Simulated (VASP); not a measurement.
MgS:

```
CELL_PARAMETERS angstrom
-0.06907 2.60152 2.60152
2.60152 -0.06907 2.60152
2.53245 2.53245 0.00000
ATOMIC_POSITIONS crystal
Mg 0.00000 0.00000 0.00000
S 0.50000 0.50000 0.50000
```

This cell differs from its parent crystal: shear xy strain -5.3%.

Base run:

| Item | Value |
| --- | --- |
| Program | VASP 6.6.1 |
| Functional | PBE |
| Potentials or basis | VASP PAW PBE potentials, release 64 (Mg, S) |
| Cutoff | 520 eV |
| k mesh | 8 × 8 × 8 |
| Occupations | fermi-dirac, width 0.02 eV |
| Spin | no spin polarisation |

Its results: band gap on the k mesh 2.42 eV, indirect (least direct gap 3.41 eV); pressure 0.9 GPa.

Task: The run is repeated on the same cell with these changes: functional from PBE to r2SCAN; occupations from fermi-dirac, width 0.02 eV to gaussian, width 0.01 eV. What comes out?

Result: Band gap on the k mesh 3.05 eV, indirect (least direct gap 4.30 eV); pressure -0.4 GPa.

Caveats: the PAW data sets were made with another functional, which shifts forces and pressure a little (some runs).

A k mesh can miss the band edges.
